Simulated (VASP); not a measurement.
Here is a VASP 6.6.1 calculation.

INCAR

```
SYSTEM = BAs
PREC = Accurate ; ENCUT = 500
EDIFF = 1E-6 ; ISMEAR = 0
SIGMA = 0.05 ; LREAL = .FALSE.
LASPH = .TRUE. ; NELM = 120
ALGO = Normal ; ISIF = 2
LWAVE = .FALSE. ; LCHARG = .FALSE.
GGA = PE ; NBANDS = 11
GGA_COMPAT = .FALSE.
```

Contents of KPOINTS:

```
Automatic mesh
0
G
  6 6 6
  0 0 0
```

POSCAR

```
BAs
1.0
    0.0000000000      2.5235980266      2.5235980266
    2.5235980266      0.0000000000      2.5235980266
    2.5235980266      2.5235980266      0.0000000000
B As
1 1
Direct
    0.0000000000      0.0000000000      0.0000000000
    0.2500000000      0.2500000000      0.2500000000
```

Potentials or basis: VASP PAW PBE potentials, release 64 (B, As).

Command:

```sh
$ cat potpaw_PBE.64/B/POTCAR potpaw_PBE.64/As/POTCAR > POTCAR
$ mpirun -np 1 vasp_std > vasp.out
```

(1) Estimate the band gap on the k mesh.

(2) Predict the pressure.

## Answers

(1) 1.40 eV, indirect (least direct gap 2.71 eV).

(2) -13.8 GPa.
